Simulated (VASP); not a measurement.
# HfTa (P6_3/mmc) in VASP: notebook

HfTa is run at these levels: PBE; tasks: single point.

Program: VASP 6.6.1. These are calculated values, not measurements. Logs are shortened: lines on timing, memory, paths and dates and some standing lists are left out, and cuts for length are marked.

**1. The cell of the first run**

The structure is hexagonal, space group P6_3/mmc (No. 194). Conventional cell: a = 4.876 Å, b = 4.876 Å, c = 5.425 Å, α = 90.00°, β = 90.00°, γ = 120.00°. Within 3.6 Å of Hf (site symmetry -6m2) lie 5 Ta at 2.71 to 2.82 Å. Ta (site symmetry -6m2) has 5 Hf at 2.71 to 2.82 Å within 3.6 Å.

**2. Single point, PBE**

INCAR

```
PREC = Accurate
ENCUT = 520
EDIFF = 1E-6
ISMEAR = 0
SIGMA = 0.1
LREAL = False
LASPH = True
NELM = 80
ALGO = Fast
ISIF = 2
LWAVE = False
LCHARG = False
GGA = PE
NBANDS = 29
```

KPOINTS

```
Automatic mesh
0
Gamma
  6 6 4
```

POSCAR

```
HfTa
1.0
    4.8761920945      0.0000000000      0.0000000000
   -2.4380960472      4.2229062276      0.0000000000
    0.0000000000      0.0000000000      5.4245789330
Hf Ta
2 2
Direct
    0.3333333333      0.6666666667     -0.0589504151
    0.6666666667      0.3333333333      0.4410495849
    0.3333333333      0.6666666667      0.4410504151
    0.6666666667      0.3333333333      0.9410504151
```

Potentials or basis: VASP PAW PBE potentials, release 64 (Hf_pv, Ta_pv).

Run with:

```sh
> cat potpaw_PBE.64/Hf_pv/POTCAR potpaw_PBE.64/Ta_pv/POTCAR > POTCAR
> mpirun -np 1 vasp_std > vasp.out
```

OUTCAR:

```text
PREC = Accurate
   ENCUT = 520
   EDIFF = 1E-6
   ISMEAR = 0
   LREAL = False
   LASPH = True
   NELM = 80
   ISIF = 2
   GGA = PE

 ion  position               nearest neighbor table
   1  0.333  0.667  0.941-   3 2.71   3 2.71   4 2.82   4 2.82   4 2.82
   2  0.667  0.333  0.441-   4 2.71   4 2.71   3 2.82   3 2.82   3 2.82
   3  0.333  0.667  0.441-   1 2.71   1 2.71   2 2.82   2 2.82   2 2.82
   4  0.667  0.333  0.941-   2 2.71   2 2.71   1 2.82   1 2.82   1 2.82

  LATTYP: Found a hexagonal cell.
 ALAT       =     4.8761920945
 C/A-ratio  =     1.1124621073

  Lattice vectors:

 A1 = (   4.8761920945,   0.0000000000,   0.0000000000)
 A2 = (  -2.4380960472,   4.2229062276,   0.0000000000)
 A3 = (   0.0000000000,   0.0000000000,   5.4245789330)

Analysis of symmetry for initial positions (statically):
=====================================================================
 Subroutine PRICEL returns:
 Original cell was already a primitive cell.

 Routine SETGRP: Setting up the symmetry group for a
 hexagonal supercell.

 Subroutine GETGRP returns: Found 24 space group operations
 (whereof  6 operations were pure point group operations)
 out of a pool of 24 trial point group operations.

The static configuration has the point symmetry C_3v.
 The point group associated with its full space group is D_6h.

Analysis of symmetry for dynamics (positions and initial velocities):
=====================================================================
 Subroutine PRICEL returns:
 Original cell was already a primitive cell.

 Routine SETGRP: Setting up the symmetry group for a
 hexagonal supercell.

 Subroutine GETGRP returns: Found 24 space group operations
 (whereof  6 operations were pure point group operations)
 out of a pool of 24 trial point group operations.

The dynamic configuration has the point symmetry C_3v.
 The point group associated with its full space group is D_6h.

 Subroutine INISYM returns: Found 24 space group operations
 (whereof  6 operations are pure point group operations),
 and found     1 'primitive' translations

----------------------------------------------------------------------------------------

                                     Primitive cell

  volume of cell :     111.7013

  direct lattice vectors                    reciprocal lattice vectors
     4.876192095  0.000000000  0.000000000     0.205078057  0.118401871  0.000000000
    -2.438096047  4.222906228  0.000000000     0.000000000  0.236803743  0.000000000
     0.000000000  0.000000000  5.424578933     0.000000000  0.000000000  0.184346105

  length of vectors
     4.876192095  4.876192095  5.424578933     0.236803743  0.236803743  0.184346105

  position of ions in fractional coordinates (direct lattice)
     0.333333333  0.666666667  0.941049585
     0.666666667  0.333333333  0.441049585
     0.333333333  0.666666667  0.441050415
     0.666666667  0.333333333  0.941050415

  ion indices of the primitive-cell ions
   primitive index   ion index
                 1           1
                 2           2
                 3           3
                 4           4

----------------------------------------------------------------------------------------

 KPOINTS: Automatic mesh

Automatic generation of k-mesh.
 Grid dimensions read from file:
 generate k-points for:    6    6    4

 Generating k-lattice:

  Cartesian coordinates                     Fractional coordinates (reciprocal lattice)
     0.034179676  0.019733645  0.000000000     0.166666667 -0.000000000  0.000000000
     0.000000000  0.039467290  0.000000000     0.000000000  0.166666667  0.000000000
     0.000000000  0.000000000  0.046086526     0.000000000  0.000000000  0.250000000

  Length of vectors
     0.039467290  0.039467290  0.046086526

  Shift w.r.t. Gamma in fractional coordinates (k-lattice)
     0.000000000  0.000000000  0.000000000

 Subroutine IBZKPT returns following result:
 ===========================================

 Found     21 irreducible k-points:

 Following reciprocal coordinates:
            Coordinates               Weight
  0.000000  0.000000  0.000000      1.000000
  0.166667  0.000000  0.000000      6.000000
  0.333333  0.000000  0.000000      6.000000
  0.500000  0.000000  0.000000      3.000000
  0.166667  0.166667  0.000000      6.000000
  0.333333  0.166667  0.000000     12.000000
[... 13 lines left out ...]
  0.333333  0.166667  0.500000     12.000000
  0.333333  0.333333  0.500000      2.000000
   k-points           NKPTS =     21   k-points in BZ     NKDIM =     21   number of bands    NBANDS=     29
   number of dos      NEDOS =    301   number of ions     NIONS =      4
   total plane-waves  NPLWV =  51840
   dimension x,y,z NGX =    36 NGY =   36 NGZ =   40
   dimension x,y,z NGXF=    72 NGYF=   72 NGZF=   80
   ions per type =               2   2
   NGX,Y,Z   is equivalent  to a cutoff of  12.27, 12.27, 12.26 a.u.
   NGXF,Y,Z  is equivalent  to a cutoff of  24.55, 24.55, 24.52 a.u.
 SYSTEM =  unknown system
   PREC   = accura    normal or accurate (medium, high low for compatibility)
   ISTART =      0    job   : 0-new  1-cont  2-samecut
   ICHARG =      2    charge: 1-file 2-atom 10-const
   ISPIN  =      1    spin polarized calculation?
   LNONCOLLINEAR =      F non collinear calculations
   LSORBIT =      F    spin-orbit coupling
   LASPH  =      T    aspherical Exc in radial PAW
   ENCUT  =  520.0 eV  38.22 Ry    6.18 a.u.   9.07  9.07 10.09*2*pi/ulx,y,z
   NELM   =     80;   NELMIN=  2; NELMDL= -5     # of ELM steps
   EDIFF  = 0.1E-05   stopping-criterion for ELM
   LREAL  =      F    real-space projection
   EDIFFG = 0.1E-04   stopping-criterion for IOM
   NSW    =      0    number of steps for IOM
   IBRION =     -1    ionic relax: 0-MD 1-quasi-New 2-CG
   NFREE  =      0    steps in history (QN), initial steepest desc. (CG)
   ISIF   =      2    stress and relaxation
   ISYM   =      2    0-nonsym 1-usesym 2-fastsym
   POTIM  = 0.5000    time-step for ionic-motion
   TEBEG  =    0.0;   TEEND  =   0.0 temperature during run
   PSTRESS=    0.0 pullay stress
   NELECT =      42.0000    total number of electrons
   NUPDOWN=      -1.0000    fix difference up-down
   EMIN   =  10.00;   EMAX   =-10.00  energy-range for DOS
   EFERMI =   0.00;   METHOD = LEGACY
   ISMEAR =     0;   SIGMA  =   0.10  broadening in eV -4-tet -1-fermi 0-gaus
   EFERMI_NEDOS =   21; number of points for ismear=-14 and -15
   IALGO  =     68    algorithm
   IMIX   =      4    mixing-type and parameters
     AMIX     =   0.40;   BMIX     =  1.00
     AMIX_MAG =   1.60;   BMIX_MAG =  1.00
  volume/ion in A,a.u.               =      27.93       188.45
  Fermi-wavevector in a.u.,A,eV,Ry     =   1.181604  2.232907 18.996281  1.396187
  Thomas-Fermi vector in A             =   2.317874
   LORBIT       =      0    0 simple, 1 ext, 2 COOP (PROOUT), +10 PAW based schemes
   GGA     = PE    functional components
   LHFCALC =     F    Hartree Fock is set to
   AEXX    =    0.0000 exact exchange contribution
   IVDW    =     0    specifies the selected vdW correction
   LEPSILON=     F    determine dielectric tensor
   LRPA    =     F    only Hartree local field effects (RPA)
 non-spin polarized calculation
 RMM-DIIS sequential band-by-band and
 Gauss-broadening in eV      SIGMA  =   0.10
  energy-cutoff  :      520.00
  volume of cell :      111.70
 maximum number of plane-waves:      3028
   NGX = 19   NGY = 19   NGZ = 21

 number of electron      42.0000000 magnetization

 Free energy of the ion-electron system (eV)
  ---------------------------------------------------
  ext. energy  EPLUGINS =         0.00000000
  ---------------------------------------------------
  free energy    TOTEN  =       -36.02327742 eV

  energy without entropy =      -35.99311751  energy(sigma->0) =      -36.00819747

 E-fermi :   2.5068     XC(G=0): -10.0085

 val. band max:        2.4916312499   @ k =   0.5000   0.0000   0.5000
 cond. band min:       2.5128174496   @ k =   0.1667   0.0000   0.0000
 fundamental gap:      0.0211861997
 Fermi energy:         2.5067718128

 k-point     1 :       0.0000    0.0000    0.0000
  band No.  band energies     occupation
      1     -31.7838      2.00000
      2     -31.6942      2.00000
      3     -31.6558      2.00000
      4     -31.6558      2.00000
      5     -31.6131      2.00000
      6     -31.6131      2.00000
[... 21 lines left out ...]
     28       4.5674      0.00000
     29       4.5674      0.00000

 k-point     2 :       0.1667    0.0000    0.0000
  band No.  band energies     occupation
      1     -31.7783      2.00000
      2     -31.6993      2.00000
      3     -31.6589      2.00000
      4     -31.6493      2.00000
      5     -31.6139      2.00000
      6     -31.6105      2.00000
[... 21 lines left out ...]
     28       5.1959      0.00000
     29       5.5265      0.00000

 k-point     3 :       0.3333    0.0000    0.0000
  band No.  band energies     occupation
      1     -31.7641      2.00000
      2     -31.7124      2.00000
      3     -31.6650      2.00000
      4     -31.6354      2.00000
      5     -31.6158      2.00000
      6     -31.6061      2.00000
[... 21 lines left out ...]
     28       6.3772      0.00000
     29       6.6703      0.00000

 k-point     4 :       0.5000    0.0000    0.0000
  band No.  band energies     occupation
      1     -31.7529      2.00000
      2     -31.7230      2.00000
      3     -31.6679      2.00000
      4     -31.6278      2.00000
      5     -31.6168      2.00000
      6     -31.6047      2.00000
[... 501 lines left out ...]
     28       4.8023      0.00000
     29       5.2634      0.00000

 k-point    20 :       0.3333    0.1667    0.5000
  band No.  band energies     occupation
      1     -31.6494      2.00000
      2     -31.6494      2.00000
      3     -31.6434      2.00000
      4     -31.6434      2.00000
      5     -31.6077      2.00000
      6     -31.6077      2.00000
[... 21 lines left out ...]
     28       4.9464      0.00000
     29       5.6646      0.00000

 k-point    21 :       0.3333    0.3333    0.5000
  band No.  band energies     occupation
      1     -31.6492      2.00000
      2     -31.6492      2.00000
      3     -31.6465      2.00000
      4     -31.6465      2.00000
      5     -31.6033      2.00000
      6     -31.6033      2.00000
[... 21 lines left out ...]
     28       4.9890      0.00000
     29       6.1668      0.00000

------------------------ aborting loop because EDIFF is reached ----------------------------------------

  FORCE on cell =-STRESS in cart. coord.  units (eV):
  Direction    XX          YY          ZZ          XY          YZ          ZX
  --------------------------------------------------------------------------------------
  -------------------------------------------------------------------------------------
  Total       -0.1136305     -0.1136305     -0.1412127     -0.0000000      0.0000000      0.0000000
  in kB       -1.6298483     -1.6298483     -2.0254712     -0.0000000      0.0000000      0.0000000
  external PRESSURE =      -1.7617226 kB  Pullay stress =       0.0000000 kB

 VOLUME and BASIS-vectors are now :
 -----------------------------------------------------------------------------
  energy-cutoff  :      520.00
  volume of cell :      111.70
      direct lattice vectors                 reciprocal lattice vectors
     4.876192095  0.000000000  0.000000000     0.205078057  0.118401871  0.000000000
    -2.438096047  4.222906228  0.000000000     0.000000000  0.236803743  0.000000000
     0.000000000  0.000000000  5.424578933     0.000000000  0.000000000  0.184346105

 POSITION                                       TOTAL-FORCE (eV/Angst)
 -----------------------------------------------------------------------------------
     -0.00000      2.81527      5.10480         0.000000     -0.000000     -0.000000
      2.43810      1.40764      2.39251        -0.000000      0.000000     -0.000000
     -0.00000      2.81527      2.39251        -0.000000      0.000000      0.000000
      2.43810      1.40764      5.10480         0.000000     -0.000000     -0.000000
 -----------------------------------------------------------------------------------
    total drift:                               -0.000000      0.000000     -0.002632

  FREE ENERGIE OF THE ION-ELECTRON SYSTEM (eV)
  ---------------------------------------------------
  free  energy   TOTEN  =       -36.0232774204 eV

  energy  without entropy=      -35.9931175140  energy(sigma->0) =      -36.00819747
```

It used 54 s of CPU time on 1 thread of Intel Xeon 6975P-C, with other jobs on the host.

Results:

| Item | Value |
| --- | --- |
| Free energy | -36.0233 eV |
| Pressure | -0.2 GPa |
| Band gap on the k mesh | zero (band 21 reaches 2.98 eV, above the bottom of band 22 at 2.33 eV) |

Caveat: spin-orbit coupling is left out, which moves the levels of the heavy elements.

**3. Single point, PBE**

This run uses another cell than the first one, of 27.98 Å³/atom, 1.002 times its volume.

INCAR

```
SYSTEM = HfTa
PREC = Accurate
ENCUT = 520
EDIFF = 1E-6
ISMEAR = 0
SIGMA = 0.1
LREAL = .False.
LASPH = .True.
NELM = 100
ALGO = Fast
ISIF = 2
LWAVE = .False.
LCHARG = .False.
GGA = PE
NBANDS = 29
```

KPOINTS

```
Automatic mesh
0
Gamma
  12 12 8
  0 0 0
```

POSCAR

```
HfTa
1.0
    4.8677721409      0.0000000000      0.0000000000
   -2.4338860704      4.2156143338      0.0000000000
    0.0000000000      0.0000000000      5.4544614097
Hf Ta
2 2
Direct
    0.3333333333      0.6666666667      0.7500000000
    0.6666666667      0.3333333333      0.2500000000
    0.3333333333      0.6666666667      0.2500000000
    0.6666666667      0.3333333333      0.7500000000
```

Potentials or basis: VASP PAW PBE potentials, release 64 (Hf_pv, Ta_pv).

Run with:

```sh
> cat potpaw_PBE.64/Hf_pv/POTCAR potpaw_PBE.64/Ta_pv/POTCAR > POTCAR
> mpirun -np 1 vasp_std > vasp.out
```

Wall time 5.1 min (1 thread of Intel Xeon 6975P-C, shared host); peak memory 0.42 GiB.

It converged, with:

| Item | Value |
| --- | --- |
| Free energy | -35.9681 eV |
| Pressure | -0.2 GPa |
| Band gap on the k mesh | zero (band 21 reaches 2.98 eV, above the bottom of band 22 at 2.20 eV) |

Levels at points of the mesh, in eV from the Fermi level:
```csv
k point,band 17,band 18,band 19,band 20,band 21,band 22,band 23,band 24,band 25,band 26
"(0.00, 0.00, 0.00)",-1.86,-1.56,-0.13,-0.13,0.20,0.20,0.95,0.95,1.05,2.00
"(0.50, 0.00, 0.00)",-1.80,-1.07,-0.76,-0.51,-0.46,-0.23,-0.20,0.51,1.87,2.25
"(0.00, 0.00, 0.50)",-0.66,-0.66,0.09,0.09,0.47,0.47,0.47,0.47,1.82,1.82
"(0.50, 0.00, 0.50)",-1.14,-1.14,-0.96,-0.96,-0.04,-0.04,0.58,0.58,1.77,1.77
```

Caveat: spin-orbit coupling is left out, which moves the levels of the heavy elements.
